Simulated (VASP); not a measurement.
A run of VASP 6.6.1:

The input INCAR:

```
SYSTEM = Cs
ALGO = Normal ; DIPOL = 0.5 0.5 0.500
EDIFF = 1E-7 ; ENCUT = 520
GGA = PE ; IDIPOL = 3
ISIF = 2 ; ISMEAR = 0
LASPH = .TRUE. ; LCHARG = .TRUE.
LDIPOL = .TRUE. ; LELF = .TRUE.
LREAL = .FALSE. ; LVACPOTAV = .TRUE.
LVHAR = .TRUE. ; LWAVE = .FALSE.
NBANDS = 20 ; NELM = 80
PREC = Accurate ; SIGMA = 0.1
```

File KPOINTS:

```
k-points
0
G
  3 3 1
  0 0 0
```

POSCAR

```
Cs
1.0
    7.3237680000      0.0000000000      0.0000000000
   -3.6618840000      6.3425690000      0.0000000000
    0.0000000000      0.0000000000     16.0000000000
Cs
3
Direct
    0.3333333300      0.6666666700      0.5398749100
    0.6666666700      0.3333333300      0.4601250900
    0.0000000000      0.0000000000      0.5000000000
```

Potentials or basis: VASP PAW PBE potentials, release 64 (Cs_sv).

Launch:

```sh
$ cat potpaw_PBE.64/Cs_sv/POTCAR > POTCAR
$ mpirun -np 1 vasp_std > vasp.out
```

Hardware: 1 thread of AMD EPYC 9R45 96-Core Processor (Zen 5) (shared host).

Task: How long does it take, and how much memory?

Result: Run time: 63 s on 1 thread of AMD EPYC 9R45 96-Core Processor (Zen 5) (shared host), peak memory 0.62 GiB. Counts: scf iterations 19, k points 3.
